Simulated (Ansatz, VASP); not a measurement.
## Ge: VASP beside Ansatz

```
Ge
1.0
     1.48805   -2.59469    0.00000
     1.48805    2.59469    0.00000
     0.00000    0.00000    4.72760
Ge
2
Direct
  0.66655 0.33345 0.25000
  0.33345 0.66655 0.75000
```

Alike in both runs: task single point; functional PBE; k mesh 10 × 10 × 6; occupations gaussian, width 0.05 eV; no spin polarisation.

```csv
,VASP,Ansatz
version,VASP 6.6.1,Ansatz 0.2.0
potentials or method,"VASP PAW PBE potentials, release 64 (Ge_d), cutoff 520 eV","all-electron LAPW, scalar-relativistic"
```

```tsv
	VASP	Ansatz	Ansatz less VASP
gap on the k mesh at the Fermi level (eV)	none	none	-
pressure (GPa)	4.4	4.4	0.00
traceless stress, the component that is largest in VASP (GPa)	1.40	1.40	0.000
```

A gap of «none» marks a metal or a gap that the smearing closes. Ansatz ran all-electron here, and VASP with PAW potentials.
